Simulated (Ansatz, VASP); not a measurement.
# Si in VASP and in Ansatz

```
CELL_PARAMETERS angstrom
0.00000 2.71481 2.71481
2.71481 0.00000 2.71481
2.71481 2.71481 0.00000
ATOMIC_POSITIONS crystal
Si 0.25000 0.25000 0.25000
Si 0.00000 0.00000 0.00000
```

Alike in both runs: functional r2SCAN; dispersion D4; k mesh 6 × 6 × 6; no spin polarisation.

Ansatz relaxed the structure, and its values are those at the end. VASP's run is a single point on that final structure, the one shown.

```csv
,VASP,Ansatz
version,VASP 6.6.1,Ansatz 0.2.0
potentials or method,"VASP PAW PBE potentials, release 64 (Si), cutoff 550 eV","plane waves, PAW"
occupations,"gaussian, width 0.01 eV",fixed
valence electrons in the cell,8,8
```

```tsv
	VASP	Ansatz	Ansatz less VASP
pressure (GPa)	-0.2	0.0	+0.24
```

VASP's potentials were made for PBE, not for r2SCAN.
